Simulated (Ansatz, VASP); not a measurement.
Two plane-wave programs on HPt6

Contents of INCAR:

```
PREC = Accurate
ENCUT = 520
EDIFF = 1E-6
ISMEAR = 0
SIGMA = 0.1
LREAL = False
LASPH = True
NELM = 100
ALGO = Normal
ISIF = 2
LWAVE = False
LCHARG = True
LDIPOL = True
IDIPOL = 3
DIPOL = 0.5 0.5 0.312
GGA = PE
LELF = True
LVHAR = True
LVACPOTAV = True
NBANDS = 74
```

File KPOINTS:

```
regular mesh
0
Gamma
  6 6 1
```

The input POSCAR:

```
HPt6
1.0
    5.6143281343      0.0000000000      0.0000000000
   -2.8071640672      4.8621507895      0.0000000000
    0.0000000000      0.0000000000     22.6192653717
Pt H
12 2
Direct
    0.3333333333      0.1666666667      0.1768404028
    0.3333333333      0.6666666667      0.1768404028
    0.8333333333      0.1666666667      0.1768404028
    0.8333333333      0.6666666667      0.1768404028
    0.1666666667      0.3333333333      0.2789526245
    0.1666666667      0.8333333333      0.2789526245
    0.6666666667      0.3333333333      0.2789526245
    0.6666666667      0.8333333333      0.2789526245
    0.0000000000      0.0000000000      0.3810585901
    0.0000000000      0.5000000000      0.3810585901
    0.5000000000      0.0000000000      0.3810585901
    0.5000000000      0.5000000000      0.3810585901
    0.1892758446      0.3785516892      0.5136888922
    0.3107241554      0.6214483108      0.5136888922
```

Input for Ansatz:

```yaml
crystal:
  lattice:
    - [5.6143281343, 0.0, 0.0]
    - [-2.8071640672, 4.8621507895, 0.0]
    - [0.0, 0.0, 22.6192653717]
  atoms:
    - { symbol: Pt, position: [0.3333333333, 0.1666666667, 0.1768404028] }
    - { symbol: Pt, position: [0.3333333333, 0.6666666667, 0.1768404028] }
    - { symbol: Pt, position: [0.8333333333, 0.1666666667, 0.1768404028] }
    - { symbol: Pt, position: [0.8333333333, 0.6666666667, 0.1768404028] }
    - { symbol: Pt, position: [0.1666666667, 0.3333333333, 0.2789526245] }
    - { symbol: Pt, position: [0.1666666667, 0.8333333333, 0.2789526245] }
    - { symbol: Pt, position: [0.6666666667, 0.3333333333, 0.2789526245] }
    - { symbol: Pt, position: [0.6666666667, 0.8333333333, 0.2789526245] }
    - { symbol: Pt, position: [0.0, 0.0, 0.3810585901] }
    - { symbol: Pt, position: [0.0, 0.5, 0.3810585901] }
    - { symbol: Pt, position: [0.5, 0.0, 0.3810585901] }
    - { symbol: Pt, position: [0.5, 0.5, 0.3810585901] }
    - { symbol: H, position: [0.1892758446, 0.3785516892, 0.5136888922] }
    - { symbol: H, position: [0.3107241554, 0.6214483108, 0.5136888922] }
basis:
  ecutwfc: 420
kpoints:
  mp_grid: { grid: [6, 6, 1] }
hamiltonian:
  xc: pbe
  pseudopotentials: { kind: paw, azcp: { folder: soft_1 } }
scf:
  occupations: { method: gaussian, width: 0.1 }
output:
  forces: true
  eigenvalues: true
efield:
  axis: 3
  dipole_correction: true
  ramp_width: 0.04
```

Alike in both runs: task single point; functional PBE; k mesh 6 × 6 × 1; occupations gaussian, width 0.1 eV; no spin polarisation.

|  | VASP | Ansatz |
| --- | --- | --- |
| version | VASP 6.6.1 | Ansatz 0.2.0 |
| potentials or method | VASP PAW PBE potentials, release 64 (Pt, H), cutoff 520 eV | scalar-relativistic, plane waves, PAW |
| valence electrons in the cell | 122 | 218 |

|  | VASP | Ansatz | Ansatz less VASP |
| --- | --- | --- | --- |
| gap on the k mesh at the Fermi level (eV) | none | none | - |
| rms of the force components (eV/Å) | 0.989 | 0.989 | -0.0002 |
| work function, face that differs most (eV) | 5.82 | 5.82 | +0.001 |

Atom by atom the forces differ by 0.009 eV/Å (rms over components). A gap of «none» marks a metal or a gap that the smearing closes. The functional is the same, so the differences come from potentials, cutoffs and numerics. VASP's potentials hold 122 valence electrons a cell and Ansatz's 218, so a difference there can come from the potentials and not from the codes.

Neither program's run includes spin-orbit coupling.
